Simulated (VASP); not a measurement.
In2SbAs, 8 atoms in the cell. Symmetry: I-42d, No. 122, tetragonal system. Conventional cell: a = 6.542 Å, b = 6.542 Å, c = 13.035 Å, α = 90.00°, β = 90.00°, γ = 90.00°. Within 3.6 Å of As (site symmetry -4) lie 4 In at 2.75 Å. Within 3.6 Å of In (site symmetry 2) lie 2 As at 2.75 Å and 2 Sb at 2.92 Å. Sb (site symmetry -4) has 4 In at 2.92 Å within 3.8 Å. 

- Program: VASP 6.6.1
- Task: single point
- Functional: PBE
- Potentials or basis: VASP PAW PBE potentials, release 64 (As, In_d, Sb)
- Cutoff: 520 eV
- k mesh: 6 × 6 × 6
- Occupations: fermi-dirac, width 0.02 eV
- Spin: no spin polarisation
- Dipole correction: no
- Further INCAR settings: ALGO = Normal; EDIFF = 1e-07; NBANDS = 46

Potentials or basis: VASP PAW PBE potentials, release 64 (As, In_d, Sb).

The run is started by

```console
$ cat potpaw_PBE.64/As/POTCAR potpaw_PBE.64/In_d/POTCAR potpaw_PBE.64/Sb/POTCAR > POTCAR
$ mpirun -np 1 vasp_std > vasp.out
```

Hardware: 1 thread of Intel(R) Xeon(R) Platinum 8488C (Sapphire Rapids), with other jobs on the host.

Q: Estimate the wall time of this run.

A: Wall time 6.5 min on 1 thread of Intel(R) Xeon(R) Platinum 8488C (Sapphire Rapids) (shared host), peak memory 0.7 GiB. Counts: scf iterations 16, k points 30.
